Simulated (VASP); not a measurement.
Input of a VASP 6.6.1 run:

Contents of POSCAR:

```
HfO2
1.0
    0.0000000000      2.4692406722      2.5525353421
    2.4692406722      0.0000000000      2.5525353421
    2.4692406722      2.4692406722      0.0000000000
Hf O
1 2
Direct
    0.0000000000      0.0000000000      0.0000000000
    0.2500000000      0.2500000000      0.2500000000
    0.7500000000      0.7500000000      0.7500000000
```

The input INCAR.step1:

```
  PREC = Accurate
  ENCUT = 520
  EDIFF = 1E-5
  ISMEAR = 0
  SIGMA = 0.01
  LREAL = False
  LASPH = True
  NELM = 100
  ALGO = Normal
  ISIF = 2
  LWAVE = True
  LCHARG = False
  NBANDS = 18
  GGA = PE
  KPAR = 4
```

INCAR.step2

```
  PREC = Accurate
  ENCUT = 520
  EDIFF = 1E-7
  ISMEAR = 0
  SIGMA = 0.01
  LREAL = False
  LASPH = True
  NELM = 100
  ALGO = Normal
  ISIF = 2
  LWAVE = False
  LCHARG = False
  GGA = PE
  LHFCALC = True
  HFSCREEN = 0.2079
  PRECFOCK = Normal
  NBANDS = 18
  ISTART = 1
  KPAR = 4
```

KPOINTS

```
regular mesh
0
Gamma
  6 6 6
```

Potentials or basis: VASP PAW PBE potentials, release 64 (Hf_pv, O).

Run with:

```sh
$ cat potpaw_PBE.64/Hf_pv/POTCAR potpaw_PBE.64/O/POTCAR > POTCAR
$ cp INCAR.step1 INCAR
$ mpirun -np 4 vasp_std > vasp.out
$ cp INCAR.step2 INCAR
$ mpirun -np 4 vasp_std > vasp.out
```

Estimate the band gap on the k mesh.

5.19 eV (least direct gap 5.30 eV).

Predict the pressure.

5.6 GPa.

Stress tensor (GPa, compression positive):
```
11.48  0.00  0.00
 0.00 11.48  0.00
 0.00  0.00 -6.10
```

Caveat: the cell differs from its parent crystal (epitaxial xy strain -2.4%); the stress differs along the axes, from -6 to 11 GPa; the PAW data sets were made with another functional, which shifts forces and pressure a little; spin-orbit coupling is left out, which moves the levels of the heavy elements. A k mesh can miss the band edges.
